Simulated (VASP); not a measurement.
Wanted: the native input for a VASP 6.6.1 run.

* Task: single point
* Functional: HSE06
* Potentials or basis: VASP PAW PBE potentials, release 64 (In_d, Sb)
* Cutoff: 520 eV
* k mesh: 4 × 4 × 4
* Occupations: gaussian, width 0.01 eV
* Spin: no spin polarisation
* Dipole correction: no
* Grid for exact exchange (PRECFOCK): Normal
* Further INCAR settings: ALGO = Normal; EDIFF = 1e-07; NBANDS = 16
* Share of exact exchange: 0.25
* Screening parameter: 0.2079 1/Å

The system is InSb.

```
In Sb
1.0
     0.00000    3.14833    3.14833
     3.14833    0.00000    3.14833
     3.14833    3.14833    0.00000
In Sb
1 1
Direct
  0.00000 0.00000 0.00000
  0.25000 0.25000 0.25000
```

This cell differs from its parent crystal: strain -4.0%.

The input as run:

POSCAR

```
InSb
1.0
    0.0000000000      3.1483324968      3.1483324968
    3.1483324968      0.0000000000      3.1483324968
    3.1483324968      3.1483324968      0.0000000000
In Sb
1 1
Direct
    0.0000000000      0.0000000000      0.0000000000
    0.2500000000      0.2500000000      0.2500000000
```

INCAR.step1

```
  ALGO = Normal
  EDIFF = 1E-5
  ENCUT = 520
  GGA = PE
  ISIF = 2
  ISMEAR = 0
  LASPH = T
  LREAL = F
  LWAVE = T
  NBANDS = 16
  NELM = 80
  PREC = Accurate
  SIGMA = 0.01
```

INCAR.step2

```
  ALGO = Normal
  EDIFF = 1E-7
  ENCUT = 520
  GGA = PE
  HFSCREEN = 0.2079
  ISIF = 2
  ISMEAR = 0
  ISTART = 1
  LASPH = T
  LCHARG = T
  LELF = T
  LHFCALC = T
  LREAL = F
  LVHAR = T
  LWAVE = F
  NBANDS = 16
  NELM = 80
  PREC = Accurate
  PRECFOCK = Normal
  SIGMA = 0.01
```

KPOINTS

```
k-points
0
Gamma
  4 4 4
```

Potentials or basis: VASP PAW PBE potentials, release 64 (In_d, Sb).

Run with:

```bash
$ cat potpaw_PBE.64/In_d/POTCAR potpaw_PBE.64/Sb/POTCAR > POTCAR
$ cp INCAR.step1 INCAR
$ mpirun -np 1 vasp_std > vasp.out
$ cp INCAR.step2 INCAR
$ mpirun -np 1 vasp_std > vasp.out
```

It gave:

```
Pressure               : 6.5 GPa
Band gap on the k mesh : 1.14 eV
```

Caveat: the k points lie up to 0.43 Å⁻¹ apart; the cell differs from its parent crystal (strain -4.0%); the PAW data sets were made with another functional, which shifts forces and pressure a little; spin-orbit coupling is left out, which moves the levels of the heavy elements.

It took 11 min on 1 thread of Intel(R) Xeon(R) 6975P-C (Granite Rapids), on a shared host, peak memory 0.32 GiB.
